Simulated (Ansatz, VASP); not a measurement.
**PbF2 in VASP and in Ansatz**

Contents of INCAR:

```
  PREC = Accurate
  ENCUT = 600
  EDIFF = 1E-7
  ISMEAR = 0
  SIGMA = 0.02
  LREAL = F
  LASPH = T
  NELM = 60
  ALGO = Normal
  ISIF = 3
  LWAVE = F
  LCHARG = F
  GGA = PE
  IBRION = 2
  NSW = 100
  EDIFFG = -0.01
```

File KPOINTS:

```
Automatic mesh
0
Gamma
  8 8 8
```

Contents of POSCAR:

```
PbF2
1.0
    0.0000000000      2.9579484500      2.9579484500
    2.9579484500      0.0000000000      2.9579484500
    2.9579484500      2.9579484500      0.0000000000
Pb F
1 2
Direct
    0.0000000000      0.0000000000      0.0000000000
    0.7500000000      0.7500000000      0.7500000000
    0.2500000000      0.2500000000      0.2500000000
```

Input for Ansatz:

```yaml
crystal:
  lattice:
    - [0.0, 2.95794845, 2.95794845]
    - [2.95794845, 0.0, 2.95794845]
    - [2.95794845, 2.95794845, 0.0]
  atoms:
    - { symbol: Pb, position: [0.0, 0.0, 0.0] }
    - { symbol: F, position: [0.75, 0.75, 0.75] }
    - { symbol: F, position: [0.25, 0.25, 0.25] }
basis:
  ecutwfc: 420
kpoints:
  mp_grid: { grid: [8, 8, 8] }
hamiltonian:
  xc: pbe
scf:
  occupations: { method: gaussian, width: 0.02 }
output:
  forces: true
  stress: true
  eigenvalues: true
relax:
  adjacent_minimum: "off"
  f_tol: 0.01
  max_steps: 80
  cell: { stress_tol: 0.05 }
```

Alike in both runs: task relaxation of cell and atoms; functional PBE; k mesh 8 × 8 × 8; occupations gaussian, width 0.02 eV; no spin polarisation.

|  | VASP | Ansatz |
| --- | --- | --- |
| version | VASP 6.6.1 | Ansatz 0.2.0 |
| potentials or method | VASP PAW PBE potentials, release 64 (Pb_d, F), cutoff 600 eV | scalar-relativistic, plane waves, PAW |
| valence electrons in the cell | 28 | 28 |

Ansatz gave:

```
gap on the k mesh at the Fermi level, each at its own relaxed structure (eV) : 4.42
relaxed volume (Å³/atom)                                                     : 18.00
relaxed length of the cell vector where the two differ most in proportion (Å)              : 4.242
```

**Question.** Which values does VASP return?

**Answer.** gap on the k mesh at the Fermi level, each at its own relaxed structure (eV): 4.42; relaxed volume (Å³/atom): 17.95; relaxed length of the cell vector where the two differ most in proportion (Å): 4.239.

Neither program's run includes spin-orbit coupling.
